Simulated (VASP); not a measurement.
TiAl: relaxation of cell and atoms with PBEsol

Crystal: TiAl.

```
Ti Al
1.0
     3.17906    0.00000    0.00000
     0.00000    3.17906    0.00000
     0.00000    0.00000    3.17906
Ti Al
1 1
Direct
  0.00000 0.00000 0.00000
  0.50000 0.50000 0.50000
```

| Property | Result |
| --- | --- |
| Program | VASP 6.6.1 |
| Task | relaxation of cell and atoms |
| Functional | PBEsol |
| Potentials or basis | VASP PAW PBE potentials, release 64 (Ti_sv, Al) |
| Cutoff | 600 eV |
| k mesh | 8 × 8 × 8 |
| Occupations | fermi-dirac, width 0.05 eV |
| Spin | no spin polarisation |
| Dipole correction | no |
| Further INCAR settings | ALGO = Normal; EDIFF = 1e-06; IBRION = 2; EDIFFG = -0.01; NSW = 60; ISIF = 3 |

| Quantity | Value |
| --- | --- |
| Relaxed volume | 15.74 Å³/atom |
| Relaxed cell | a = 3.158 Å, b = 3.158 Å, c = 3.158 Å, α = 90.00°, β = 90.00°, γ = 90.00° |
| Space group after relaxing (to 0.05 Å) | Pm-3m (No. 221) |
| Energy gained by relaxing | 2.4 meV/atom |
| Ionic steps | 3 |
| Pressure after relaxing | 0.0 GPa |

Step by step:
| step | energy change (eV) | largest force (eV/Å) | pressure (GPa) | volume (Å³) |
| --- | --- | --- | --- | --- |
| 1 | 0.0000 | 0.0000 | -2.39 | 32.13 |
| 2 | -0.0025 | 0.0000 | 1.73 | 31.03 |
| 3 | -0.0048 | 0.0000 | 0.03 | 31.48 |

Final structure:
```
Ti Al
1.0
     3.15750    0.00000    0.00000
     0.00000    3.15750    0.00000
     0.00000    0.00000    3.15750
Ti Al
1 1
Direct
  0.00000 0.00000 0.00000
  0.50000 0.50000 0.50000
```

Levels at points of the mesh, in eV from the Fermi level:
```tsv
k point	band 4	band 5	band 6	band 7	band 8	band 9	band 10	band 11
(0.00, 0.00, 0.00)	-32.92	-9.34	-1.48	-1.48	1.84	1.84	1.84	4.52
(0.50, 0.00, 0.00)	-32.90	-6.03	-5.24	-0.56	0.14	0.14	2.05	3.10
(0.50, 0.50, 0.00)	-32.89	-5.06	-2.09	-2.09	-1.50	0.71	0.71	2.83
(0.50, 0.50, 0.50)	-33.06	-3.15	-3.15	-3.15	0.78	2.90	2.90	2.97
```

It took 52 s on 1 thread of AMD EPYC 7R13, on a shared host, peak memory 0.14 GiB.

Caveat: the PAW data sets were made with another functional, which shifts forces and pressure a little.
